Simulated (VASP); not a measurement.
Here is a VASP 6.6.1 calculation.

File POSCAR:

```
InP
1.0
    0.0000000000      3.0294046015      2.9537876380
    3.0294046015      0.0000000000      2.9537876380
    3.0294046015      3.0294046015      0.0000000000
In P
1 1
Direct
    0.0000000000      0.0000000000      0.0000000000
    0.2500000000      0.2500000000      0.2500000000
```

File INCAR.step1:

```
ALGO = Normal ; EDIFF = 1E-5
ENCUT = 520 ; GGA = PE
ISIF = 2 ; ISMEAR = 0
KPAR = 2 ; LASPH = T
LCHARG = F ; LREAL = F
LWAVE = T ; NBANDS = 16
NELM = 60 ; PREC = Accurate
SIGMA = 0.01
```

INCAR.step2

```
ALGO = Normal ; EDIFF = 1E-6
ENCUT = 520 ; GGA = PE
HFSCREEN = 0.2079 ; ISIF = 2
ISMEAR = 0 ; ISTART = 1
KPAR = 2 ; LASPH = T
LCHARG = F ; LHFCALC = T
LREAL = F ; LWAVE = F
NBANDS = 16 ; NELM = 60
PREC = Accurate ; PRECFOCK = Normal
SIGMA = 0.01
```

The input KPOINTS:

```
k-points
0
Gamma
  6 6 6
```

Potentials or basis: VASP PAW PBE potentials, release 64 (In_d, P).

Run with:

```bash
$ cat potpaw_PBE.64/In_d/POTCAR potpaw_PBE.64/P/POTCAR > POTCAR
$ cp INCAR.step1 INCAR
$ mpirun -np 2 vasp_std > vasp.out
$ cp INCAR.step2 INCAR
$ mpirun -np 2 vasp_std > vasp.out
```

Question: What does it give for the band gap on the k mesh?

Answer: 0.96 eV.

Question: What does it give for the pressure?

Answer: -3.5 GPa.

Stress tensor (GPa, compression positive):
```
-3.84  0.00  0.00
 0.00 -3.84  0.00
 0.00  0.00 -2.67
```

Caveat: the cell differs from its parent crystal (biaxial xy strain +2.6%); the cell stands under tension; the PAW data sets were made with another functional, which shifts forces and pressure a little; spin-orbit coupling is left out, which moves the levels of the heavy elements.
